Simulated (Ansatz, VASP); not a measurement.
## Zr3S2 in VASP and in Ansatz

```
Zr S
1.0
     2.90254    1.67578    3.48777
    -2.90254    1.67578    3.48777
     0.00000   -3.35156    3.48777
Zr S
3 2
Direct
  0.83873 0.50000 0.16127
  0.50000 0.16127 0.83873
  0.16127 0.83873 0.50000
  0.66502 0.66502 0.66502
  0.33498 0.33498 0.33498
```

Alike in both runs: functional r2SCAN; k mesh 6 × 6 × 6; occupations fermi-dirac, width 0.05 eV; no spin polarisation.

|  | VASP | Ansatz |
| --- | --- | --- |
| version | VASP 6.6.1 | Ansatz 0.2.0 |
| potentials or method | VASP PAW PBE potentials, release 64 (Zr_sv, S) | Ansatz PAW |
| plane-wave cutoff (eV) | 520 | 500 |
| valence electrons in the cell | 48 | 48 |
| task | single point | band structure |

|  | VASP | Ansatz | Ansatz less VASP |
| --- | --- | --- | --- |
| gap on the k mesh at the Fermi level (eV) | none | none | - |
| pressure (GPa) | -0.8 | -0.8 | +0.01 |
| traceless stress, the component that is largest in VASP (GPa) | 0.58 | 0.54 | -0.040 |
| rms of the force components (eV/Å) | 0.039 | 0.039 | -0.0006 |

VASP's potentials were made for PBE, not for r2SCAN. Atom by atom the forces differ by 0.001 eV/Å (rms over components). A gap of «none» marks a metal or a gap that the smearing closes. The functional is the same, so the differences come from potentials, cutoffs and numerics.
